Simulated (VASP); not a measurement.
Runs of VASP 6.6.1 on ScCu. The structure is that of space group Pm-3m (No. 221), or close to it. The cells are those of the table. 

| task | cell | gap on the mesh (eV) | pressure (GPa) |
| --- | --- | --- | --- |
| electric field gradients | a = 3.212 Å, 2 atoms | none | -3.8 |
| electric field gradients | a = 3.190 Å, 2 atoms | none | -1.8 |
| single point | a = 3.267 Å, 2 atoms | none | -7.7 |
| single point | a = 3.190 Å, 2 atoms | none | -1.6 |
| single point | a = 3.278 Å, 2 atoms | none | -8.4 |
| single point | a = 3.245 Å, 2 atoms | none | (a) |
| single point | a = 3.212 Å, 2 atoms | none | (c) |
| single point | a = 3.299 Å, 2 atoms | none | -9.6 |
| single point | a = 3.234 Å, 2 atoms | none | (b) |
| single point | a = 3.320 Å, 2 atoms | none | -10.7 |

Alike in all rows: level LDA; potentials or basis VASP PAW LDA potentials, release 64 (Sc_sv, Cu); no spin polarisation; k mesh 11 × 11 × 11; cutoff (eV) 520; smearing fermi-dirac 0.05 eV.

Question: Estimate the missing entries.

Answer: (a) -6.2; (b) -5.4; (c) -3.6.

Caveats: the cell stands under tension (at least some runs).

A gap of «none» marks levels without a gap at the run's occupations.
